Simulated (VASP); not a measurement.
# BaTiO3 (Barioperovskite): single point with r2SCAN

BaTiO3 (Barioperovskite):

```
Ba Ti O
1.0
     3.90414    0.00000    0.00000
     0.00000    2.77899    2.78707
     0.00000   -2.77899    2.78707
Ba Ti O
1 1 3
Direct
  0.00000 0.00000 0.00000
  0.50000 0.51240 0.51240
  0.00000 0.48740 0.48740
  0.50000 0.50524 0.99184
  0.50000 0.99184 0.50524
```

* Program: VASP 6.6.1
* Task: single point
* Functional: r2SCAN
* Potentials or basis: VASP PAW PBE potentials, release 64 (Ba_sv, Ti_sv, O)
* Cutoff: 520 eV
* k mesh: 6 × 6 × 6
* Occupations: gaussian, width 0.01 eV
* Spin: no spin polarisation

```yaml
Pressure: 14.0 GPa
Largest_force: 0.275 eV/Å
Band_gap_on_the_k_mesh: 2.39 eV, indirect (least direct gap 2.55 eV)
```

Forces in eV/Å, atoms in the order of the input:
```
Ba   0.000  0.000  0.175
Ti   0.000  0.000 -0.243
O    0.000  0.000  0.241
O    0.000 -0.261 -0.087
O    0.000  0.261 -0.087
```

Stress tensor (GPa, compression positive):
```
14.17  0.00  0.00
 0.00 14.29  0.00
 0.00  0.00 13.52
```

Levels at points of the mesh, in eV from the valence-band top:
```
           k point  band 17  band 18  band 19  band 20  band 21  band 22  band 23  band 24
(0.00, 0.00, 0.00)    -1.23    -0.31    -0.20    -0.16     2.39     2.45     2.62     4.75
(0.50, 0.00, 0.00)    -1.89    -1.80    -0.85    -0.81     2.61     4.21     4.31     4.74
(0.00, 0.50, 0.00)    -1.91    -1.76    -0.85    -0.78     2.67     4.24     4.28     4.79
(0.50, 0.50, 0.00)    -1.74    -0.87    -0.85    -0.10     4.27     4.29     4.72     5.64
(0.00, 0.50, 0.50)    -1.68    -0.89    -0.85    -0.15     4.25     4.32     4.71     5.78
(0.50, 0.50, 0.50)    -2.37    -0.05    -0.01     0.00     4.96     5.01     5.02     7.59
```

Run time: 4.2 min on 1 thread of Intel Xeon 6975P-C, on a shared host, peak memory 0.23 GiB.

Caveat: the PAW data sets were made with another functional, which shifts forces and pressure a little; spin-orbit coupling is left out, which moves the levels of the heavy elements. r2SCAN opens gaps a little over a GGA but as a rule still falls short of measured ones.
